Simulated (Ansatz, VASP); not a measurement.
# One calculation of Pt3PbC, two programs

File POSCAR:

```
Pt3PbC
1.0
    4.3090420248      0.0000000000      0.0000000000
    0.0000000000      4.3090420248      0.0000000000
    0.0000000000      0.0000000000      4.3090420248
Pt Pb C
3 1 1
Direct
    0.0000000000      0.5000000000      0.5000000000
    0.5000000000      0.5000000000      0.0000000000
    0.5000000000      0.0000000000      0.5000000000
    0.0000000000      0.0000000000      0.0000000000
    0.5000000000      0.5000000000      0.5000000000
```

INCAR.step1

```
PREC = Accurate ; ENCUT = 520
ISMEAR = 0 ; SIGMA = 0.15
LREAL = F ; LASPH = T
NELM = 100 ; NBANDS = 32
GGA = PE ; ALGO = Normal
EDIFF = 1E-4 ; LWAVE = T
LCHARG = F
```

File INCAR.step2:

```
PREC = Accurate ; ENCUT = 520
EDIFF = 1E-7 ; ISMEAR = 0
SIGMA = 0.15 ; LREAL = F
LASPH = T ; NELM = 100
ALGO = Normal ; ISIF = 2
LWAVE = F ; LCHARG = F
METAGGA = R2SCAN ; LMIXTAU = T
NBANDS = 32 ; ISTART = 1
```

Contents of KPOINTS:

```
Automatic mesh
0
Gamma
  5 5 5
```

Input for Ansatz:

```yaml
crystal:
  lattice:
    - [4.309042024814678, 0.0, 0.0]
    - [0.0, 4.309042024814678, 0.0]
    - [0.0, 0.0, 4.309042024814678]
  atoms:
    - { symbol: Pt, position: [0.0, 0.5, 0.5] }
    - { symbol: Pt, position: [0.5, 0.5, 0.0] }
    - { symbol: Pt, position: [0.5, 0.0, 0.5] }
    - { symbol: Pb, position: [0.0, 0.0, 0.0] }
    - { symbol: C, position: [0.5, 0.5, 0.5] }
accuracy: medium
kpoints:
  mp_grid:
    grid: [5, 5, 5]
hamiltonian:
  xc: r2scan
  pseudopotentials:
    kind: nc
scf:
  max_iter: 150
  mixing:
    algorithm: anderson
    preconditioner: kerker_dos
  occupations:
    method: gaussian
    width: 0.15
output:
  stress: true
```

Alike in both runs: task single point; functional r2SCAN; k mesh 5 × 5 × 5; occupations gaussian, width 0.15 eV; no spin polarisation.

|  | VASP | Ansatz |
| --- | --- | --- |
| version | VASP 6.6.1 | Ansatz 0.2.0 |
| potentials or method | VASP PAW PBE potentials, release 64 (Pt, Pb_d, C) | plane waves, norm-conserving potentials |
| plane-wave cutoff (eV) | 520 | 1200 |
| valence electrons in the cell | 48 | 72 |

Ansatz gave:

| Property | Result |
| --- | --- |
| pressure (GPa) | 0.9 |

Q: Estimate VASP's values.

A: Pressure (GPa): 1.3.

VASP's potentials were made for PBE, not for r2SCAN. With one functional, cell and mesh, what is left measures potentials, basis and numerics. VASP's potentials hold 48 valence electrons a cell and Ansatz's 72, so a difference there can come from the potentials and not from the codes.

Neither program's run includes spin-orbit coupling.
